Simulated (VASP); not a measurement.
# Ni: single point with PBE

Ni, a slab with vacuum:

```
Ni
1.0
     2.48794    0.00000    0.00000
     0.00000    2.48794    0.00000
     0.00000    0.00000   27.31466
Ni
8
Direct
  0.50000 0.50000 0.27458
  0.00000 0.00000 0.33898
  0.50000 0.50000 0.40339
  0.00000 0.00000 0.46780
  0.50000 0.50000 0.53220
  0.00000 0.00000 0.59661
  0.50000 0.50000 0.66102
  0.00000 0.00000 0.72542
```

```json
{
  "Program": "VASP 6.6.1",
  "Task": "single point",
  "Functional": "PBE",
  "Potentials or basis": "VASP PAW PBE potentials, release 64 (Ni)",
  "Cutoff": "520 eV",
  "k mesh": "14 × 14 × 1",
  "Occupations": "gaussian, width 0.1 eV",
  "Spin": "collinear spin, ferromagnetic start",
  "Starting moments": "[0.75, 0.75, 0.75, 0.75, 0.75, 0.75, 0.75, 0.75] μB",
  "Dipole correction": "yes",
  "Further INCAR settings": "ALGO = Normal; EDIFF = 1e-06; NBANDS = 54"
}
```

```json
{
  "Largest force": "0.361 eV/Å",
  "Net moment": "5.09 μB per cell",
  "Site moments": "Ni +0.72, +0.64, +0.63, +0.61 (each value once) μB",
  "Valence electrons inside the program's atomic spheres": "Ni 9.12, 9.30, 9.31 (each value once)"
}
```

Forces in eV/Å, atoms in the order of the input:
```
Ni   0.000  0.000  0.338
Ni   0.000  0.000 -0.361
Ni   0.000  0.000  0.023
Ni   0.000  0.000  0.007
Ni   0.000  0.000 -0.007
Ni   0.000  0.000 -0.023
Ni   0.000  0.000  0.361
Ni   0.000  0.000 -0.338
```

Levels at points of the mesh, in eV from the Fermi level:
Spin up:
```csv
k point,band 38,band 39,band 40,band 41,band 42,band 43,band 44,band 45,band 46,band 47
"(0.00, 0.00, 0.00)",-0.88,-0.76,-0.64,-0.64,-0.64,-0.57,-0.54,-0.51,-0.51,-0.01
"(0.50, 0.00, 0.00)",-0.73,-0.61,-0.61,0.16,0.16,0.68,0.68,0.92,0.92,1.02
"(0.50, 0.50, 0.00)",-0.44,-0.19,-0.19,2.86,2.86,3.87,3.87,5.19,5.19,6.70
```
Spin down:
| k point | band 34 | band 35 | band 36 | band 37 | band 38 | band 39 | band 40 | band 41 | band 42 | band 43 |
| --- | --- | --- | --- | --- | --- | --- | --- | --- | --- | --- |
| (0.00, 0.00, 0.00) | -0.41 | -0.41 | -0.27 | -0.13 | -0.04 | -0.04 | 0.00 | 0.08 | 0.18 | 0.18 |
| (0.50, 0.00, 0.00) | -0.26 | -0.14 | -0.14 | 0.07 | 0.07 | 0.18 | 0.18 | 0.44 | 0.44 | 1.07 |
| (0.50, 0.50, 0.00) | 0.35 | 0.38 | 0.38 | 0.38 | 0.38 | 0.68 | 0.68 | 2.88 | 2.88 | 3.96 |

Run time: 14 min on 4 MPI ranks on Oxide Virtual Turin-like Processor, on a shared host, peak memory 0.62 GiB a rank.
